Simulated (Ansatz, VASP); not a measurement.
# One calculation of Ta2N, two programs

```
Ta N
1.0
     5.09638    0.00000    0.00000
    -2.54819    4.41360    0.00000
     0.00000    0.00000    5.14072
Ta N
6 3
Direct
  0.71474 0.71474 0.75260
  0.00000 0.28526 0.75260
  0.28526 0.00000 0.75260
  0.28526 0.28526 0.24740
  0.00000 0.71474 0.24740
  0.71474 0.00000 0.24740
  0.66667 0.33333 0.50000
  0.33333 0.66667 0.50000
  0.00000 0.00000 0.00000
```

Alike in both runs: task single point; functional LDA; k mesh 9 × 9 × 8; occupations gaussian, width 0.15 eV; no spin polarisation.

|  | VASP | Ansatz |
| --- | --- | --- |
| version | VASP 6.6.1 | Ansatz 0.2.0 |
| potentials or method | VASP PAW LDA potentials, release 64 (Ta_pv, N), cutoff 520 eV | scalar-relativistic, plane waves, PAW |
| valence electrons in the cell | 81 | 93 |

Ansatz gave:

```
gap on the k mesh at the Fermi level (eV) : none
rms of the force components (eV/Å)        : 4.914
```

Which values does VASP return?

gap on the k mesh at the Fermi level (eV): none; rms of the force components (eV/Å): 4.967.

Ansatz warns that its potentials were made for another functional, while VASP's fit it. LDA's correlation is that of Perdew and Zunger in VASP and of Perdew and Wang (1992) in Ansatz. Atom by atom the forces differ by 0.053 eV/Å (rms over components). A gap of «none» marks a metal or a gap that the smearing closes. VASP's potentials hold 81 valence electrons a cell and Ansatz's 93, so a difference there can come from the potentials and not from the codes.

Spin-orbit coupling is off throughout.
